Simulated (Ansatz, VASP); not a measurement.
## YbCr2Ge2 in VASP and in Ansatz

```
Ge Cr Yb
1.0
     0.00000    3.96265    0.00000
     3.96265    0.00000    0.00000
     1.98133    1.98133   -5.36142
Ge Cr Yb
2 2 1
Direct
  0.38630 0.38630 0.22740
  0.61370 0.61370 0.77260
  0.75000 0.25000 0.50000
  0.25000 0.75000 0.50000
  0.00000 0.00000 0.00000
```

Alike in both runs: task single point; functional PBE; k mesh 6 × 6 × 6; collinear spin.

|  | VASP | Ansatz |
| --- | --- | --- |
| version | VASP 6.6.1 | Ansatz 0.2.0 |
| potentials or method | VASP PAW PBE potentials, release 64 (Ge_d, Cr_pv, Yb), cutoff 600 eV | PAW plane waves |
| occupations | fermi-dirac, width 0.1 eV | fermi-dirac |
| valence electrons in the cell | 76 | 80 |

```tsv
	VASP	Ansatz	Ansatz less VASP
pressure (GPa)	6.4	4.7	-1.71
traceless stress, the component that is largest in VASP (GPa)	4.01	4.08	+0.064
rms of the force components (eV/Å)	0.051	0.059	+0.0082
net moment per atom (μB)	0.00	0.00	0.000
size of the moment on the site where the two differ most (μB)	2.32	2.14	-0.179
```

Site moments also hang on the region over which each program counts them. Atom by atom the forces differ by 0.008 eV/Å (rms over components). VASP's potentials hold 76 valence electrons a cell and Ansatz's 80, so a difference there can come from the potentials and not from the codes.

Spin-orbit coupling is off throughout.
